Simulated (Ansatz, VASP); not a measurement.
## KMgF3: VASP beside Ansatz

File POSCAR:

```
KMgF3
1.0
    3.9802385405      0.0000000000      0.0000000000
    0.0000000000      3.9802385405      0.0000000000
    0.0000000000      0.0000000000      3.9802385405
K Mg F
1 1 3
Direct
    0.0000000000      0.0000000000      0.0000000000
    0.5000000000      0.5000000000      0.5000000000
    0.5000000000      0.5000000000      0.0000000000
    0.5000000000      0.0000000000      0.5000000000
    0.0000000000      0.5000000000      0.5000000000
```

Contents of INCAR.step1:

```
SYSTEM = KMgF3
  ALGO = Normal
  EDIFF = 1E-4
  ENCUT = 520
  GGA = PE
  ISMEAR = 0
  LASPH = .TRUE.
  LCHARG = .FALSE.
  LREAL = .FALSE.
  LWAVE = .TRUE.
  NBANDS = 24
  NELM = 60
  PREC = Accurate
  SIGMA = 0.01
```

Contents of INCAR.step2:

```
SYSTEM = KMgF3
  ALGO = Normal
  EDIFF = 1E-6
  ENCUT = 520
  ISIF = 2
  ISMEAR = 0
  ISTART = 1
  LASPH = .TRUE.
  LCHARG = .TRUE.
  LELF = .TRUE.
  LMIXTAU = .TRUE.
  LREAL = .FALSE.
  LVHAR = .TRUE.
  LWAVE = .FALSE.
  METAGGA = R2SCAN
  NBANDS = 24
  NELM = 60
  PREC = Accurate
  SIGMA = 0.01
```

The input KPOINTS:

```
k-points
0
G
  6 6 6
  0 0 0
```

Input for Ansatz:

```yaml
crystal:
  lattice:
    - [3.9802385405, 0.0, 0.0]
    - [0.0, 3.9802385405, 0.0]
    - [0.0, 0.0, 3.9802385405]
  atoms:
    - { symbol: K, position: [0.0, 0.0, 0.0] }
    - { symbol: Mg, position: [0.5, 0.5, 0.5] }
    - { symbol: F, position: [0.5, 0.5, 0.0] }
    - { symbol: F, position: [0.5, 0.0, 0.5] }
    - { symbol: F, position: [0.0, 0.5, 0.5] }
kpoints:
  mp_grid: { grid: [6, 6, 6] }
  band_path:
    path: [[0.0, 0.0, 0.0], [0.0, 0.5, 0.0], [0.5, 0.5, 0.0], [0.5, 0.5, 0.5]]
    npoints: 1
hamiltonian:
  xc: r2scan
scf:
  occupations: { method: fixed }
  n_extra_bands: 5
output:
  forces: true
  stress: true
  eigenvalues: true
```

Alike in both runs: task single point; functional r2SCAN; k mesh 6 × 6 × 6; no spin polarisation.

|  | VASP | Ansatz |
| --- | --- | --- |
| version | VASP 6.6.1 | Ansatz 0.2.0 |
| potentials or method | VASP PAW PBE potentials, release 64 (K_sv, Mg, F) | plane waves, PAW |
| plane-wave cutoff (eV) | 520 | 500 |
| occupations | gaussian, width 0.01 eV | fixed |
| valence electrons in the cell | 32 | 40 |

```tsv
	VASP	Ansatz	Ansatz less VASP
gap on the k mesh at the Fermi level (eV)	8.28	8.30	+0.021
pressure (GPa)	-0.6	0.0	+0.63
```

VASP's potentials were made for PBE, not for r2SCAN. VASP's potentials hold 32 valence electrons a cell and Ansatz's 40, so a difference there can come from the potentials and not from the codes.
